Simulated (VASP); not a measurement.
Write the native input for VASP 6.6.1 that does the following.

```yaml
Task: single point
Functional: PBE
Potentials_or_basis: VASP PAW PBE potentials, release 64 (Si, Ge_d)
Cutoff: 520 eV
k_mesh: 6 × 6 × 6
Occupations: gaussian, width 0.1 eV
Spin: no spin polarisation
Dipole_correction: no
Further_INCAR_settings: ALGO = Normal; EDIFF = 1e-06; NBANDS = 21
```

The structure of Si3Ge lies in POSCAR:

```
Si3Ge
1.0
    0.0000000000      3.1853913444      3.1853913444
    3.1853913444      0.0000000000      3.1853913444
    3.1853913444      3.1853913444      0.0000000000
Si Ge
3 1
Direct
    0.7500000000      0.7500000000      0.7500000000
    0.2500000000      0.2500000000      0.2500000000
    0.5000000000      0.5000000000      0.5000000000
    0.0000000000      0.0000000000      0.0000000000
```

These files were run (other wordings do the same):

INCAR

```
SYSTEM = Si3Ge
  ALGO = Normal
  EDIFF = 1E-6
  ENCUT = 520
  GGA = PE
  ISIF = 2
  ISMEAR = 0
  LASPH = .TRUE.
  LCHARG = .FALSE.
  LREAL = .FALSE.
  LWAVE = .FALSE.
  NBANDS = 21
  NELM = 100
  PREC = Accurate
  SIGMA = 0.1
```

KPOINTS

```
k-points
0
G
  6 6 6
  0 0 0
```

Potentials or basis: VASP PAW PBE potentials, release 64 (Si, Ge_d).

Launch:

```console
$ cat potpaw_PBE.64/Si/POTCAR potpaw_PBE.64/Ge_d/POTCAR > POTCAR
$ mpirun -np 1 vasp_std > vasp.out
```

Results of the run:

- Pressure: -0.1 GPa
- Band gap on the k mesh: zero (band 13 reaches 11.44 eV, above the bottom of band 14 at 6.25 eV)

Run time: 8.5 s on 1 thread of Intel(R) Xeon(R) 6975P-C (Granite Rapids), with other jobs on the host, peak memory 0.2 GiB.
